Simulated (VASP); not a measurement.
Here is a VASP 6.6.1 calculation.

File INCAR:

```
SYSTEM = Si2Sn
PREC     = Accurate       ! precision mode
ENCUT    = 600            ! plane-wave cutoff, eV
EDIFF    = 1E-6           ! SCF threshold, eV
ISMEAR   = 0              ! smearing method
SIGMA    = 0.2            ! smearing width, eV
LREAL    = .False.        ! projectors in reciprocal space
LASPH    = .True.         ! aspherical terms in the spheres
NELM     = 60             ! most SCF steps
ALGO     = Normal         ! electronic algorithm
ISIF     = 3              ! what is computed and relaxed
LWAVE    = .False.        ! write WAVECAR
LCHARG   = .False.        ! write CHGCAR
GGA      = PE             ! functional
IBRION   = 2              ! ionic algorithm
NSW      = 36             ! ionic steps
EDIFFG   = -0.08          ! ionic threshold
```

File KPOINTS:

```
Automatic mesh
0
Gamma
  5 5 2
  0 0 0
```

Contents of POSCAR:

```
Si2Sn
1.0
    4.0900000000      0.0000000000      0.0000000000
   -2.0450000000      3.5420439000      0.0000000000
    0.0000000000      0.0000000000     10.0200000000
Si Sn
4 2
Direct
    0.6666666700      0.3333333300      0.2083000000
    0.0000000000      0.0000000000      0.1250000000
    0.3333333300      0.6666666700      0.7917000000
    0.0000000000      0.0000000000      0.8750000000
    0.3333333300      0.6666666700      0.5417000000
    0.6666666700      0.3333333300      0.4583000000
```

Potentials or basis: VASP PAW PBE potentials, release 64 (Si, Sn_d).

Run with:

```bash
$ cat potpaw_PBE.64/Si/POTCAR potpaw_PBE.64/Sn_d/POTCAR > POTCAR
$ mpirun -np 1 vasp_std > vasp.out
```

(1) Estimate the space group after relaxing (to 0.1 Å).

(2) Predict the relaxed cell.

(3) Predict the band gap on the k mesh.

(4) Estimate the relaxed volume.

Results:

(1) P-3m1 (No. 164).

(2) a = 4.091 Å, b = 4.091 Å, c = 10.262 Å, α = 90.00°, β = 90.00°, γ = 120.00°.

(3) zero (bands 22 and 23 overlap by 0.44 eV).

(4) 24.79 Å³/atom.

Caveat: semilocal functionals underestimate gaps, so a narrow gap can read as zero; spin-orbit coupling is left out, which moves the levels of the heavy elements.
